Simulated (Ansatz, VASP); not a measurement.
One calculation of Sb, two programs

POSCAR

```
Sb
1.0
    2.9736738513      0.0000000000      0.0000000000
    0.0000000000      2.9736738513      0.0000000000
    0.0000000000      0.0000000000      3.5684086215
Sb
1
Direct
    0.0000000000      0.0000000000      0.0000000000
```

The input INCAR.step1:

```
SYSTEM = Sb
  PREC = Accurate
  ENCUT = 520
  ISMEAR = 0
  SIGMA = 0.15
  LREAL = .FALSE.
  LASPH = .TRUE.
  NELM = 60
  NBANDS = 8
  GGA = PE
  ALGO = Normal
  EDIFF = 1E-4
  LWAVE = .TRUE.
  LCHARG = .FALSE.
```

INCAR.step2

```
SYSTEM = Sb
  PREC = Accurate
  ENCUT = 520
  EDIFF = 1E-6
  ISMEAR = 0
  SIGMA = 0.15
  LREAL = .FALSE.
  LASPH = .TRUE.
  NELM = 60
  ALGO = Normal
  ISIF = 2
  LWAVE = .FALSE.
  LCHARG = .FALSE.
  METAGGA = R2SCAN
  LMIXTAU = .TRUE.
  NBANDS = 8
  ISTART = 1
```

The input KPOINTS:

```
regular mesh
0
G
  16 16 16
  0 0 0
```

Input for Ansatz:

```yaml
crystal:
  lattice:
    - [2.9736738513, 0.0, 0.0]
    - [0.0, 2.9736738513, 0.0]
    - [0.0, 0.0, 3.5684086215]
  atoms:
    - { symbol: Sb, position: [0.0, 0.0, 0.0] }
basis:
  ecutwfc: 500
kpoints:
  mp_grid: { grid: [16, 16, 16] }
hamiltonian:
  xc: r2scan
scf:
  occupations: { method: gaussian, width: 0.15 }
output:
  forces: true
  stress: true
  eigenvalues: true
  write_density: true
  write_potential: true
  elf: true
  volumetric_format: npy
```

Alike in both runs: task single point; functional r2SCAN; k mesh 16 × 16 × 16; occupations gaussian, width 0.15 eV; no spin polarisation.

|  | VASP | Ansatz |
| --- | --- | --- |
| version | VASP 6.6.1 | Ansatz 0.2.0 |
| potentials or method | VASP PAW PBE potentials, release 64 (Sb), cutoff 520 eV | scalar-relativistic, plane waves, PAW |
| valence electrons in the cell | 5 | 15 |

```tsv
	VASP	Ansatz	Ansatz less VASP
gap on the k mesh at the Fermi level (eV)	none	none	-
pressure (GPa)	-0.5	-0.6	-0.04
traceless stress, the component that is largest in VASP (GPa)	-8.40	-8.35	+0.053
```

VASP's potentials were made for PBE, not for r2SCAN. A gap of «none» marks a metal or a gap that the smearing closes. VASP's potentials hold 5 valence electrons a cell and Ansatz's 15, so a difference there can come from the potentials and not from the codes.

Neither program's run includes spin-orbit coupling.
